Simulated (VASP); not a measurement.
# GaN (R3m) in VASP: notebook, part 2 of 2

VASP 6.6.1. The steps go on from the part before.

## (3) Single point, r2SCAN (epitaxial 111 strain -3.0%)

File POSCAR:

```
GaN
1.0
    0.0653231975      2.2468071623      2.2468071623
    2.2468071623      0.0653231975      2.2468071623
    2.2468071623      2.2468071623      0.0653231975
Ga N
1 1
Direct
    0.0023580667      0.0023580667      0.0023580667
    0.2476419333      0.2476419333      0.2476419333
```

File INCAR.step1:

```
PREC     = Accurate       # precision mode
ENCUT    = 520            # plane-wave cutoff, eV
ISMEAR   = 0              # smearing method
SIGMA    = 0.01           # smearing width, eV
LREAL    = F              # projectors in reciprocal space
LASPH    = T              # aspherical terms in the spheres
NELM     = 80             # most SCF steps
NBANDS   = 16             # bands
GGA      = PE             # functional
ALGO     = Normal         # electronic algorithm
EDIFF    = 1E-4           # SCF threshold, eV
LWAVE    = T              # write WAVECAR
LCHARG   = F              # write CHGCAR
```

File INCAR.step2:

```
PREC     = Accurate       # precision mode
ENCUT    = 520            # plane-wave cutoff, eV
EDIFF    = 1E-6           # SCF threshold, eV
ISMEAR   = 0              # smearing method
SIGMA    = 0.01           # smearing width, eV
LREAL    = F              # projectors in reciprocal space
LASPH    = T              # aspherical terms in the spheres
NELM     = 80             # most SCF steps
ALGO     = Normal         # electronic algorithm
ISIF     = 2              # what is computed and relaxed
LWAVE    = F              # write WAVECAR
LCHARG   = F              # write CHGCAR
METAGGA  = R2SCAN         # meta-GGA
LMIXTAU  = T            
NBANDS   = 16             # bands
ISTART   = 1
```

File KPOINTS:

```
regular mesh
0
Gamma
  10 10 10
```

Potentials or basis: VASP PAW PBE potentials, release 64 (Ga_d, N).

Run with:

```console
cat potpaw_PBE.64/Ga_d/POTCAR potpaw_PBE.64/N/POTCAR > POTCAR
cp INCAR.step1 INCAR
mpirun -np 1 vasp_std > vasp.out
cp INCAR.step2 INCAR
mpirun -np 1 vasp_std > vasp.out
```

OUTCAR:

```text
PREC = Accurate
   ENCUT = 520
   EDIFF = 1E-6
   ISMEAR = 0
   LREAL = F
   LASPH = T
   NELM = 80
   ISIF = 2
   METAGGA = R2SCAN
   ISTART = 1

 ion  position               nearest neighbor table
   1  0.002  0.002  0.002-   2 1.91   2 1.91   2 1.91   2 1.94
   2  0.248  0.248  0.248-   1 1.91   1 1.91   1 1.91   1 1.94

  LATTYP: Found a trigonal (rhomboedric) cell.
 ALAT       =     3.1781365561
 COS(alpha) =     0.5288502744

  Lattice vectors:

 A1 = (   0.0653231975,   2.2468071623,   2.2468071623)
 A2 = (   2.2468071623,   0.0653231975,   2.2468071623)
 A3 = (   2.2468071623,   2.2468071623,   0.0653231975)

Analysis of symmetry for initial positions (statically):
=====================================================================
 Subroutine PRICEL returns:
 Original cell was already a primitive cell.

 Routine SETGRP: Setting up the symmetry group for a
 trigonal (rhombohedral) supercell.

 Subroutine GETGRP returns: Found  6 space group operations
 (whereof  6 operations were pure point group operations)
[... 155 lines left out ...]

 Free energy of the ion-electron system (eV)
  ---------------------------------------------------
  ext. energy  EPLUGINS =         0.00000000
  ---------------------------------------------------
  free energy    TOTEN  =       -21.82531057 eV

  energy without entropy =      -21.82531057  energy(sigma->0) =      -21.82531057

 E-fermi :   5.7945     XC(G=0): -12.9545

 val. band max:        5.7329420752   @ k =   0.0000   0.0000   0.0000
 cond. band min:       8.0287591631   @ k =   0.0000   0.0000   0.0000
 fundamental gap:      2.2958170880
 Fermi energy:         5.7944976220

 k-point     1 :       0.0000    0.0000    0.0000
  band No.  band energies     occupation
      1     -11.5874      2.00000
      2      -8.2866      2.00000
      3      -8.2694      2.00000
      4      -8.2694      2.00000
      5      -7.8636      2.00000
      6      -7.8636      2.00000
[... 433 lines left out ...]
      3      -8.0055      2.00000
      4      -7.9933      2.00000
      5      -7.7927      2.00000
      6      -7.0801      2.00000
[... 8 lines left out ...]
     15      29.3222      0.00000
     16      29.8799      0.00000

 [... further k-points ...]
[... 5 lines left out ...]
  --------------------------------------------------------------------------------------
  -------------------------------------------------------------------------------------
  Total        1.5794734      1.5794734      1.5794734     -0.6988839     -0.6988839     -0.6988839
  in kB      116.6420640    116.6420640    116.6420640    -51.6116741    -51.6116741    -51.6116741
  external PRESSURE =     116.6420640 kB  Pullay stress =       0.0000000 kB

 VOLUME and BASIS-vectors are now :
 -----------------------------------------------------------------------------
  energy-cutoff  :      520.00
  volume of cell :       21.70
      direct lattice vectors                 reciprocal lattice vectors
     0.065323197  2.246807162  2.246807162    -0.232485917  0.225917636  0.225917636
     2.246807162  0.065323197  2.246807162     0.225917636 -0.232485917  0.225917636
     2.246807162  2.246807162  0.065323197     0.225917636  0.225917636 -0.232485917

 POSITION                                       TOTAL-FORCE (eV/Angst)
 -----------------------------------------------------------------------------------
      0.01075      0.01075      0.01075         0.005046      0.005046      0.005046
      1.12898      1.12898      1.12898        -0.005046     -0.005046     -0.005046
 -----------------------------------------------------------------------------------
    total drift:                               -0.008946     -0.008946     -0.008947

  FREE ENERGIE OF THE ION-ELECTRON SYSTEM (eV)
  ---------------------------------------------------
  free  energy   TOTEN  =       -21.8253105679 eV

  energy  without entropy=      -21.8253105679  energy(sigma->0) =      -21.82531057
```

OSZICAR.step1:

```text
N       E                     dE             d eps       ncg     rms          rms(c)
DAV:   1     0.788512624413E+02    0.78851E+02   -0.94017E+03  4224   0.206E+03
DAV:   2    -0.882750252287E+01   -0.87679E+02   -0.81834E+02  4240   0.325E+02
DAV:   3    -0.140744211438E+02   -0.52469E+01   -0.52268E+01  4368   0.682E+01
DAV:   4    -0.141299065262E+02   -0.55485E-01   -0.55480E-01  4648   0.744E+00
DAV:   5    -0.141306309778E+02   -0.72445E-03   -0.72445E-03  4464   0.764E-01    0.792E+00
DAV:   6    -0.120314774109E+02    0.20992E+01   -0.48688E+00  5640   0.416E+01    0.268E+00
DAV:   7    -0.120431618853E+02   -0.11684E-01   -0.34868E-01  4120   0.646E+00    0.179E+00
DAV:   8    -0.120390556457E+02    0.41062E-02   -0.49461E-02  4384   0.336E+00    0.698E-01
DAV:   9    -0.120353741837E+02    0.36815E-02   -0.14220E-02  5608   0.291E+00    0.174E-01
DAV:  10    -0.120356465051E+02   -0.27232E-03   -0.15694E-03  4424   0.589E-01    0.747E-02
DAV:  11    -0.120355537136E+02    0.92791E-04   -0.25399E-04  3640   0.247E-01
   1 F= -.12035554E+02 E0= -.12035554E+02  d E =-.411209E-22
```

Wall time 3 min (1 thread of AMD EPYC 7R13 (Zen 3), shared host); peak memory 0.14 GiB.

What came out:

* Free energy: -21.8253 eV
* Pressure: 11.7 GPa
* Largest force: 0.009 eV/Å
* Band gap on the k mesh: 2.30 eV, direct

Forces on the atoms (eV/Å):
```
Ga   0.005  0.005  0.005
N   -0.005 -0.005 -0.005
```

Caveat: the cell differs from its parent crystal (epitaxial 111 strain -3.0%); the PAW data sets were made with another functional, which shifts forces and pressure a little.
